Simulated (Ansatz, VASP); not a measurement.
**Pt: VASP beside Ansatz**

```xyz
1
Lattice="0.0000 1.9700 1.9700 1.9700 0.0000 1.9700 1.9700 1.9700 0.0000" Properties=species:S:1:pos:R:3 pbc="T T T"
Pt    0.0000    0.0000    0.0000
```

Alike in both runs: functional r2SCAN; k mesh 18 × 18 × 18; occupations gaussian, width 0.1 eV; no spin polarisation.

Ansatz relaxed the structure, and its values are those at the end. VASP's run is a single point on that final structure, the one shown.

|  | VASP | Ansatz |
| --- | --- | --- |
| version | VASP 6.6.1 | Ansatz 0.2.0 |
| potentials or method | VASP PAW PBE potentials, release 64 (Pt), cutoff 550 eV | scalar-relativistic, plane waves, PAW |
| valence electrons in the cell | 10 | 18 |

|  | VASP | Ansatz | Ansatz less VASP |
| --- | --- | --- | --- |
| gap on the k mesh at the Fermi level (eV) | none | none | - |
| pressure (GPa) | 0.8 | 0.0 | -0.77 |

VASP's potentials were made for PBE, not for r2SCAN. A gap of «none» marks a metal or a gap that the smearing closes. VASP's potentials hold 10 valence electrons a cell and Ansatz's 18, so a difference there can come from the potentials and not from the codes.

Neither program's run includes spin-orbit coupling.
